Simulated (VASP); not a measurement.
# TiO2 (Pbcn) in VASP: notebook, part 2 of 2

VASP 6.6.1. Earlier steps stand in the parts before.

## (3) Single point, PBE

File INCAR:

```
PREC     = Accurate       # precision mode
ENCUT    = 520            # plane-wave cutoff, eV
EDIFF    = 1E-6           # SCF threshold, eV
ISMEAR   = -1             # smearing method
SIGMA    = 0.05           # smearing width, eV
LREAL    = False          # projectors in reciprocal space
LASPH    = True           # aspherical terms in the spheres
NELM     = 60             # most SCF steps
ALGO     = Normal         # electronic algorithm
ISIF     = 2              # what is computed and relaxed
LWAVE    = False          # write WAVECAR
LCHARG   = False          # write CHGCAR
GGA      = PE             # functional
NBANDS   = 60             # bands
```

File KPOINTS:

```
Automatic mesh
0
Gamma
  6 5 6
```

File POSCAR:

```
TiO2
1.0
    4.5788513460      0.0000000000      0.0000000000
    0.0000000000      5.5738145957      0.0000000000
    0.0000000000      0.0000000000      4.9234196344
Ti O
4 8
Direct
    0.0000000000      0.1774282250      0.7500000000
    0.5000000000      0.3225717750      0.2500000000
    0.0000000000      0.8225717750      0.2500000000
    0.5000000000      0.6774282250      0.7500000000
    0.2711010160      0.3804902440      0.9190082105
    0.7711010160      0.1195097560      0.0809917895
    0.2288989840      0.1195097560      0.4190082105
    0.7288989840      0.3804902440      0.5809917895
    0.2711010160      0.6195097560      0.4190082105
    0.7711010160      0.8804902440      0.5809917895
    0.2288989840      0.8804902440      0.9190082105
    0.7288989840      0.6195097560      0.0809917895
```

Potentials or basis: VASP PAW PBE potentials, release 64 (Ti_sv, O).

The run is started by

```bash
> cat potpaw_PBE.64/Ti_sv/POTCAR potpaw_PBE.64/O/POTCAR > POTCAR
> mpirun -np 1 vasp_std > vasp.out
```

OUTCAR:

```text
PREC = Accurate
   ENCUT = 520
   EDIFF = 1E-6
   ISMEAR = -1
   LREAL = False
   LASPH = True
   NELM = 60
   ISIF = 2
   GGA = PE

 ion  position               nearest neighbor table
   1  0.000  0.177  0.750-   5 1.87   8 1.87   7 1.96   6 1.96  10 2.13  11 2.13
   2  0.500  0.323  0.250-   6 1.87   7 1.87   5 1.96   8 1.96   9 2.13  12 2.13
   3  0.000  0.823  0.250-   9 1.87  12 1.87  11 1.96  10 1.96   6 2.13   7 2.13
   4  0.500  0.677  0.750-  10 1.87  11 1.87   9 1.96  12 1.96   5 2.13   8 2.13
   5  0.271  0.380  0.919-   1 1.87   2 1.96   4 2.13
   6  0.771  0.120  0.081-   2 1.87   1 1.96   3 2.13
   7  0.229  0.120  0.419-   2 1.87   1 1.96   3 2.13
   8  0.729  0.380  0.581-   1 1.87   2 1.96   4 2.13
   9  0.271  0.620  0.419-   3 1.87   4 1.96   2 2.13
  10  0.771  0.880  0.581-   4 1.87   3 1.96   1 2.13
  11  0.229  0.880  0.919-   4 1.87   3 1.96   1 2.13
  12  0.729  0.620  0.081-   3 1.87   4 1.96   2 2.13

  LATTYP: Found a simple orthorhombic cell.
 ALAT       =     4.5788513460
 B/A-ratio  =     1.0752521238
 C/A-ratio  =     1.2172953814

  Lattice vectors:

 A1 = (  -4.5788513460,   0.0000000000,   0.0000000000)
 A2 = (   0.0000000000,   0.0000000000,   4.9234196344)
 A3 = (   0.0000000000,   5.5738145957,   0.0000000000)

Analysis of symmetry for initial positions (statically):
=====================================================================
 Subroutine PRICEL returns:
 Original cell was already a primitive cell.

 Routine SETGRP: Setting up the symmetry group for a
 simple orthorhombic supercell.

 Subroutine GETGRP returns: Found  8 space group operations
 (whereof  2 operations were pure point group operations)
 out of a pool of  8 trial point group operations.

The static configuration has the point symmetry S_2 .
 The point group associated with its full space group is D_2h.

Analysis of symmetry for dynamics (positions and initial velocities):
=====================================================================
 Subroutine PRICEL returns:
 Original cell was already a primitive cell.

 Routine SETGRP: Setting up the symmetry group for a
 simple orthorhombic supercell.

 Subroutine GETGRP returns: Found  8 space group operations
 (whereof  2 operations were pure point group operations)
 out of a pool of  8 trial point group operations.

The dynamic configuration has the point symmetry S_2 .
 The point group associated with its full space group is D_2h.

 Subroutine INISYM returns: Found  8 space group operations
 (whereof  2 operations are pure point group operations),
 and found     1 'primitive' translations

----------------------------------------------------------------------------------------

                                     Primitive cell

  volume of cell :     125.6539

  direct lattice vectors                    reciprocal lattice vectors
     4.578851346  0.000000000  0.000000000     0.218395384  0.000000000  0.000000000
     0.000000000  5.573814596  0.000000000     0.000000000  0.179410345  0.000000000
     0.000000000  0.000000000  4.923419634     0.000000000  0.000000000  0.203110861

  length of vectors
     4.578851346  5.573814596  4.923419634     0.218395384  0.179410345  0.203110861

  position of ions in fractional coordinates (direct lattice)
     0.000000000  0.177428225  0.750000000
     0.500000000  0.322571775  0.250000000
     0.000000000  0.822571775  0.250000000
[... 77 lines left out ...]
 [... further k-points ...]
   k-points           NKPTS =     48   k-points in BZ     NKDIM =     48   number of bands    NBANDS=     60
   number of dos      NEDOS =    301   number of ions     NIONS =     12
   total plane-waves  NPLWV =  60480
   dimension x,y,z NGX =    36 NGY =   42 NGZ =   40
   dimension x,y,z NGXF=    72 NGYF=   84 NGZF=   80
   ions per type =               4   8
   NGX,Y,Z   is equivalent  to a cutoff of  13.07, 12.53, 13.51 a.u.
   NGXF,Y,Z  is equivalent  to a cutoff of  26.14, 25.05, 27.01 a.u.
 SYSTEM =  unknown system
   PREC   = accura    normal or accurate (medium, high low for compatibility)
   ISTART =      0    job   : 0-new  1-cont  2-samecut
   ICHARG =      2    charge: 1-file 2-atom 10-const
   ISPIN  =      1    spin polarized calculation?
   LNONCOLLINEAR =      F non collinear calculations
   LSORBIT =      F    spin-orbit coupling
   LASPH  =      T    aspherical Exc in radial PAW
   ENCUT  =  520.0 eV  38.22 Ry    6.18 a.u.   8.51 10.36  9.15*2*pi/ulx,y,z
   NELM   =     60;   NELMIN=  2; NELMDL= -5     # of ELM steps
   EDIFF  = 0.1E-05   stopping-criterion for ELM
   LREAL  =      F    real-space projection
   EDIFFG = 0.1E-04   stopping-criterion for IOM
   NSW    =      0    number of steps for IOM
   IBRION =     -1    ionic relax: 0-MD 1-quasi-New 2-CG
   NFREE  =      0    steps in history (QN), initial steepest desc. (CG)
   ISIF   =      2    stress and relaxation
   ISYM   =      2    0-nonsym 1-usesym 2-fastsym
   POTIM  = 0.5000    time-step for ionic-motion
   TEBEG  =    0.0;   TEEND  =   0.0 temperature during run
   PSTRESS=    0.0 pullay stress
   NELECT =      96.0000    total number of electrons
   NUPDOWN=      -1.0000    fix difference up-down
   EMIN   =  10.00;   EMAX   =-10.00  energy-range for DOS
   EFERMI =   0.00;   METHOD = LEGACY
   ISMEAR =    -1;   SIGMA  =   0.05  broadening in eV -4-tet -1-fermi 0-gaus
   EFERMI_NEDOS =   21; number of points for ismear=-14 and -15
   IALGO  =     38    algorithm
   IMIX   =      4    mixing-type and parameters
     AMIX     =   0.40;   BMIX     =  1.00
     AMIX_MAG =   1.60;   BMIX_MAG =  1.00
  volume/ion in A,a.u.               =      10.47        70.66
  Fermi-wavevector in a.u.,A,eV,Ry     =   1.496603  2.828170 30.474607  2.239820
  Thomas-Fermi vector in A             =   2.608598
   LORBIT       =      0    0 simple, 1 ext, 2 COOP (PROOUT), +10 PAW based schemes
   GGA     = PE    functional components
   LHFCALC =     F    Hartree Fock is set to
   AEXX    =    0.0000 exact exchange contribution
   IVDW    =     0    specifies the selected vdW correction
   LEPSILON=     F    determine dielectric tensor
   LRPA    =     F    only Hartree local field effects (RPA)
 non-spin polarized calculation
  energy-cutoff  :      520.00
  volume of cell :      125.65
 maximum number of plane-waves:      3416
 NGX is ok and might be reduce to    36
   NGX = 17   NGY = 21   NGZ = 19

 number of electron      95.9999990 magnetization

 Free energy of the ion-electron system (eV)
  ---------------------------------------------------
  ext. energy  EPLUGINS =         0.00000000
  ---------------------------------------------------
  free energy    TOTEN  =      -107.40790424 eV

  energy without entropy =     -107.40790424  energy(sigma->0) =     -107.40790424

 E-fermi :   5.6278     XC(G=0): -11.4140

 val. band max:        4.4052119252   @ k =   0.0000   0.0000   0.0000
 cond. band min:       7.0042570290   @ k =   0.0000   0.0000   0.5000
 fundamental gap:      2.5990451039
 Fermi energy:         5.6277986436

 k-point     1 :       0.0000    0.0000    0.0000
  band No.  band energies     occupation
      1     -52.0446      2.00000
      2     -52.0241      2.00000
      3     -52.0198      2.00000
      4     -52.0136      2.00000
      5     -28.4542      2.00000
      6     -28.3912      2.00000
[... 1501 lines left out ...]
     59       8.4565      0.00000
     60       8.4565      0.00000

 [... further k-points ...]
[... 5 lines left out ...]
  --------------------------------------------------------------------------------------
  -------------------------------------------------------------------------------------
  Total        0.5926170      0.4869577      0.6129677      0.0000000      0.0000000      0.0000000
  in kB        7.5562931      6.2090604      7.8157788      0.0000000      0.0000000      0.0000000
  external PRESSURE =       7.1937108 kB  Pullay stress =       0.0000000 kB

 VOLUME and BASIS-vectors are now :
 -----------------------------------------------------------------------------
  energy-cutoff  :      520.00
  volume of cell :      125.65
      direct lattice vectors                 reciprocal lattice vectors
     4.578851346  0.000000000  0.000000000     0.218395384  0.000000000  0.000000000
     0.000000000  5.573814596  0.000000000     0.000000000  0.179410345  0.000000000
     0.000000000  0.000000000  4.923419634     0.000000000  0.000000000  0.203110861

 POSITION                                       TOTAL-FORCE (eV/Angst)
 -----------------------------------------------------------------------------------
      0.00000      0.98895      3.69256        -0.000000     -0.042484      0.000000
      2.28943      1.79796      1.23085        -0.000000      0.042484      0.000000
      0.00000      4.58486      1.23085        -0.000000      0.042484     -0.000000
      2.28943      3.77586      3.69256        -0.000000     -0.042484     -0.000000
      1.24133      2.12078      4.52466         0.016454      0.032828      0.001451
      3.53076      0.66613      0.39876         0.016454     -0.032828     -0.001451
      1.04809      0.66613      2.06295        -0.016454     -0.032828      0.001451
      3.33752      2.12078      2.86047        -0.016454      0.032828     -0.001451
      1.24133      3.45303      2.06295         0.016454     -0.032828      0.001451
      3.53076      4.90769      2.86047         0.016454      0.032828     -0.001451
      1.04809      4.90769      4.52466        -0.016454      0.032828      0.001451
      3.33752      3.45303      0.39876        -0.016454     -0.032828     -0.001451
 -----------------------------------------------------------------------------------
    total drift:                               -0.000000      0.000000      0.000000

  FREE ENERGIE OF THE ION-ELECTRON SYSTEM (eV)
  ---------------------------------------------------
  free  energy   TOTEN  =      -107.4079042379 eV

  energy  without entropy=     -107.4079042379  energy(sigma->0) =     -107.40790424
```

Wall time 5.1 min (1 thread of Intel Xeon Platinum 8488C (Sapphire Rapids), shared host); peak memory 0.39 GiB.

What came out:

* Free energy: -107.4079 eV
* Pressure: 0.7 GPa
* Largest force: 0.042 eV/Å
* Band gap on the k mesh: 2.60 eV (least direct gap 2.64 eV)

Forces in eV/Å, atoms in the order of the input:
```
Ti   0.000 -0.042  0.000
Ti   0.000  0.042  0.000
Ti   0.000  0.042  0.000
Ti   0.000 -0.042  0.000
O    0.016  0.033  0.001
O    0.016 -0.033 -0.001
O   -0.016 -0.033  0.001
O   -0.016  0.033 -0.001
O    0.016 -0.033  0.001
O    0.016  0.033 -0.001
O   -0.016  0.033  0.001
O   -0.016 -0.033 -0.001
```

Stress tensor (GPa, compression positive):
```
0.76 0.00 0.00
0.00 0.62 0.00
0.00 0.00 0.78
```

Caveat: an odd mesh through Γ misses points on the zone boundary, where band edges can lie.

## (4) Single point, PBE

File INCAR:

```
ALGO = Normal
EDIFF = 1E-6
ENCUT = 520
GGA = PE
ISIF = 2
ISMEAR = -1
LASPH = True
LCHARG = False
LREAL = False
LWAVE = False
NBANDS = 60
NELM = 60
PREC = Accurate
SIGMA = 0.05
```

File KPOINTS:

```
k-points
0
Gamma
  6 5 6
```

File POSCAR:

```
TiO2
1.0
    4.5817554084      0.0000000000      0.0000000000
    0.0000000000      5.5732449168      0.0000000000
    0.0000000000      0.0000000000      4.9269663568
Ti O
4 8
Direct
    0.0000000000      0.1770328150      0.7500000000
    0.5000000000      0.3229671850      0.2500000000
    0.0000000000      0.8229671850      0.2500000000
    0.5000000000      0.6770328150      0.7500000000
    0.2714305619      0.3805722784      0.9189310262
    0.7714305619      0.1194277216      0.0810689738
    0.2285694381      0.1194277216      0.4189310262
    0.7285694381      0.3805722784      0.5810689738
    0.2714305619      0.6194277216      0.4189310262
    0.7714305619      0.8805722784      0.5810689738
    0.2285694381      0.8805722784      0.9189310262
    0.7285694381      0.6194277216      0.0810689738
```

The run is started by

```bash
> cat potpaw_PBE.64/Ti_sv/POTCAR potpaw_PBE.64/O/POTCAR > POTCAR
> mpirun -np 1 vasp_std > vasp.out
```

It took 4.9 min on 1 thread of Intel Xeon Platinum 8488C (Sapphire Rapids), shared host; peak memory 0.4 GiB.

Results (log left out):

| Item | Value |
| --- | --- |
| Free energy | -107.4092 eV |
| Pressure | 0.4 GPa |
| Largest force | 0.020 eV/Å |
| Band gap on the k mesh | 2.59 eV (least direct gap 2.63 eV) |

Forces in eV/Å, atoms in the order of the input:
```
Ti   0.000 -0.020  0.000
Ti   0.000  0.020  0.000
Ti   0.000  0.020  0.000
Ti   0.000 -0.020  0.000
O   -0.001  0.014 -0.001
O   -0.001 -0.014  0.001
O    0.001 -0.014 -0.001
O    0.001  0.014  0.001
O   -0.001 -0.014 -0.001
O   -0.001  0.014  0.001
O    0.001  0.014 -0.001
O    0.001 -0.014  0.001
```

Levels at points of the mesh, in eV from the valence-band top:
| k point | band 46 | band 47 | band 48 | band 49 | band 50 | band 51 |
| --- | --- | --- | --- | --- | --- | --- |
| (0.00, 0.00, 0.00) | -0.42 | 0.00 | 0.00 | 2.63 | 2.65 | 2.77 |
| (0.50, 0.00, 0.00) | -0.51 | -0.23 | -0.23 | 3.07 | 3.07 | 3.21 |
| (0.00, 0.00, 0.50) | -0.39 | -0.28 | -0.28 | 2.59 | 2.59 | 3.01 |
| (0.50, 0.00, 0.50) | -0.50 | -0.50 | -0.50 | 2.94 | 2.94 | 2.94 |

Caveat: an odd mesh through Γ misses points on the zone boundary, where band edges can lie.
